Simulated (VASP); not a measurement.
Crystal: SiNi (rocksalt type).

```
CELL_PARAMETERS angstrom
0.00000 2.30249 2.30249
2.30249 0.00000 2.30249
2.30249 2.30249 0.00000
ATOMIC_POSITIONS crystal
Ni 0.00000 0.00000 0.00000
Si 0.50000 0.50000 0.50000
```

- Program: VASP 6.6.1
- Task: relaxation of cell and atoms
- Functional: PBE
- Potentials or basis: VASP PAW PBE potentials, release 64 (Ni, Si)
- Cutoff: 600 eV
- k mesh: 15 × 15 × 15
- Occupations: fermi-dirac, width 0.1 eV
- Spin: no spin polarisation

At the start: pressure 14.9 GPa; volume 12.21 Å³/atom.

Problem. How do energy, volume and symmetry change on relaxing?

Solution. Over 5 steps the energy falls by 47.8 meV/atom and the volume is 13.31 Å³/atom (+9.0 %); space group Fm-3m (No. 225, to 0.1 Å) before and after.

Step by step:
```
step  energy change (eV)  largest force (eV/Å)  pressure (GPa)  volume (Å³)
   1              0.0000                0.0000           14.87        24.41
   2             -0.0390                0.0000           -8.54        28.64
   3             -0.0957                0.0000           -0.07        26.66
   4             -0.0957                0.0000            0.13        26.62
   5             -0.0957                0.0000           -0.03        26.62
```

Final structure:
```
CELL_PARAMETERS angstrom
0.00000 2.36980 2.36980
2.36980 0.00000 2.36980
2.36980 2.36980 0.00000
ATOMIC_POSITIONS crystal
Ni 0.00000 0.00000 0.00000
Si 0.50000 0.50000 0.50000
```
